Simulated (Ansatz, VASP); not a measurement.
# One calculation of Mg2B, two programs

```
CELL_PARAMETERS angstrom
2.03570 -1.17531 3.32578
0.00000 2.35063 3.32578
-2.03570 -1.17531 3.32578
ATOMIC_POSITIONS crystal
B 0.00000 0.00000 0.00000
Mg 0.24999 0.24999 0.24999
Mg 0.75001 0.75001 0.75001
```

Alike in both runs: task single point; functional PBEsol; k mesh 13 × 13 × 13; occupations fermi-dirac, width 0.05 eV; no spin polarisation.

|  | VASP | Ansatz |
| --- | --- | --- |
| version | VASP 6.6.1 | Ansatz 0.2.0 |
| potentials or method | VASP PAW PBE potentials, release 64 (B, Mg), cutoff 520 eV | all-electron LAPW, scalar-relativistic |

|  | VASP | Ansatz | Ansatz less VASP |
| --- | --- | --- | --- |
| pressure (GPa) | 0.0 | 0.0 | -0.03 |

VASP's potentials were made for PBE, not for PBEsol. Ansatz ran all-electron here, and VASP with PAW potentials.
